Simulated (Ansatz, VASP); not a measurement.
**Two plane-wave programs on Ru**

File INCAR:

```
ALGO = Normal ; EDIFF = 1E-6
ENCUT = 500 ; GGA = PE
GGA_COMPAT = F ; ISIF = 2
ISMEAR = -1 ; LASPH = T
LCHARG = T ; LMAXMIX = 4
LORBIT = 11 ; LORBMOM = T
LREAL = F ; LSORBIT = T
LVHAR = T ; LWAVE = F
MAGMOM = 0 0 0 0 0 0 ; NBANDS = 40
NELM = 200 ; PREC = Accurate
SIGMA = 0.15
```

The input KPOINTS:

```
k-points
0
Gamma
  18 18 10
```

File POSCAR:

```
Ru
1.0
    2.6376255763      0.0000000000      0.0000000000
   -1.3188127882      2.2842507547      0.0000000000
    0.0000000000      0.0000000000      4.1792259207
Ru
2
Direct
    0.3333333333      0.6666666667      0.2500000000
    0.6666666667      0.3333333333      0.7500000000
```

Input for Ansatz:

```yaml
crystal:
  lattice:
    - [2.6376255763, 0.0, 0.0]
    - [-1.3188127882, 2.2842507547, 0.0]
    - [0.0, 0.0, 4.1792259207]
  atoms:
    - { symbol: Ru, position: [0.3333333333, 0.6666666667, 0.25] }
    - { symbol: Ru, position: [0.6666666667, 0.3333333333, 0.75] }
basis:
  ecutwfc: 420
kpoints:
  mp_grid: { grid: [18, 18, 10] }
hamiltonian:
  xc: pbe
  pseudopotentials: { kind: paw_fr }
scf:
  occupations: { method: fermi_dirac, width: 0.15 }
output:
  forces: true
  eigenvalues: true
  stress: true
magnetization:
  noncollinear: true
  spin_orbit: true
```

Alike in both runs: task single point; functional PBE; k mesh 18 × 18 × 10; occupations fermi-dirac, width 0.15 eV; non-collinear spin, spin-orbit coupling.

```csv
,VASP,Ansatz
version,VASP 6.6.1,Ansatz 0.2.0
potentials or method,"VASP PAW PBE potentials, release 64 (Ru_pv), cutoff 500 eV","scalar-relativistic, plane waves, PAW"
valence electrons in the cell,28,32
```

|  | VASP | Ansatz | Ansatz less VASP |
| --- | --- | --- | --- |
| net moment per atom (μB) | 0.00 | 0.00 | 0.000 |

With one functional, cell and mesh, what is left measures potentials, basis and numerics. VASP's potentials hold 28 valence electrons a cell and Ansatz's 32, so a difference there can come from the potentials and not from the codes.
